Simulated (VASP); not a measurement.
Crystal: WC.

```
W C
1.0
     0.00000    2.19268    2.19268
     2.19268    0.00000    2.19268
     2.19268    2.19268    0.00000
W C
1 1
Direct
  0.00000 0.00000 0.00000
  0.50000 0.50000 0.50000
```

Program: VASP 6.6.1. Alike in all runs: task single point; level PBEsol+D4; potentials or basis VASP PAW PBE potentials, release 64 (W_sv, C); no spin polarisation; cell as given; cutoff (eV) 600; smearing methfessel-paxton 0.05 eV.

Problem. Order these runs on this cell by their pressure, lowest first.
A. k mesh 9 × 9 × 9
B. k mesh 3 × 3 × 3
C. k mesh 4 × 4 × 4

Solution. C (-14.4 GPa), A (-12.7 GPa), B (-6.3 GPa).

Caveats: some runs use coarse meshes; the PAW data sets were made with another functional, which shifts forces and pressure a little; pairwise dispersion overbinds metals, which lowers pressure and volume.
